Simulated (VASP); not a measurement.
Input of a VASP 6.6.1 run:

The input INCAR:

```
  PREC = Accurate
  ENCUT = 520
  EDIFF = 1E-7
  ISMEAR = 0
  SIGMA = 0.05
  LREAL = False
  LASPH = True
  NELM = 150
  ALGO = Normal
  ISIF = 2
  LWAVE = False
  LCHARG = True
  ISPIN = 2
  MAGMOM = 2 0
  LORBIT = 11
  LMAXMIX = 4
  GGA = PE
  LELF = True
  LVHAR = True
  NBANDS = 18
```

Contents of KPOINTS:

```
Automatic mesh
0
Gamma
  8 8 9
```

File POSCAR:

```
CoO
1.0
   -1.5080004400      1.5080004400      2.1072503600
    1.5080004400     -1.5080004400      2.1072503600
    1.5080004400      1.5080004400     -2.1072503600
Co O
1 1
Direct
   -0.0052800000      0.0049430000      0.0153250000
    0.5146290000      0.4995850000      0.0049600000
```

Potentials or basis: VASP PAW PBE potentials, release 64 (Co, O).

Launch:

```sh
$ cat potpaw_PBE.64/Co/POTCAR potpaw_PBE.64/O/POTCAR > POTCAR
$ mpirun -np 1 vasp_std > vasp.out
```

(1) Predict the largest force.

(2) Estimate the pressure.

## Answers

(1) 0.124 eV/Å.

(2) -0.2 GPa.

Caveat: a cell with one magnetic atom can't hold antiferromagnetic order, which such compounds often take.
